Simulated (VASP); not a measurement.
Input of a VASP 6.6.1 run:

POSCAR

```
Sn
1.0
    1.7541818198      1.0127773459      8.0169576884
   -1.7541818198      1.0127773459      8.0169576884
    0.0000000000     -2.0255546918      8.0169576884
Sn
3
Direct
    0.0000000000      0.0000000000      0.0000000000
    0.2331193235      0.2331193235      0.2331193235
    0.7668806765      0.7668806765      0.7668806765
```

INCAR.step1

```
SYSTEM = Sn
  PREC = Accurate
  ENCUT = 520
  ISMEAR = 0
  SIGMA = 0.1
  LREAL = .FALSE.
  LASPH = .TRUE.
  NELM = 80
  NBANDS = 28
  GGA = PE
  ALGO = Normal
  EDIFF = 1E-4
  LWAVE = .TRUE.
  LCHARG = .FALSE.
```

Contents of INCAR.step2:

```
SYSTEM = Sn
  PREC = Accurate
  ENCUT = 520
  EDIFF = 1E-6
  ISMEAR = 0
  SIGMA = 0.1
  LREAL = .FALSE.
  LASPH = .TRUE.
  NELM = 80
  ALGO = Normal
  ISIF = 2
  LWAVE = .FALSE.
  LCHARG = .FALSE.
  METAGGA = R2SCAN
  LMIXTAU = .TRUE.
  NBANDS = 28
  ISTART = 1
```

KPOINTS

```
Automatic mesh
0
G
  6 6 6
  0 0 0
```

Potentials or basis: VASP PAW PBE potentials, release 64 (Sn_d).

Run with:

```console
$ cat potpaw_PBE.64/Sn_d/POTCAR > POTCAR
$ cp INCAR.step1 INCAR
$ mpirun -np 1 vasp_std > vasp.out
$ cp INCAR.step2 INCAR
$ mpirun -np 1 vasp_std > vasp.out
```

(1) What does it give for the band gap on the k mesh?

(2) Estimate the largest force.

Answers

(1) zero (bands 21 and 22 overlap by 6.25 eV).

(2) 0.024 eV/Å.

Caveat: the PAW data sets were made with another functional, which shifts forces and pressure a little; spin-orbit coupling is left out, which moves the levels of the heavy elements.
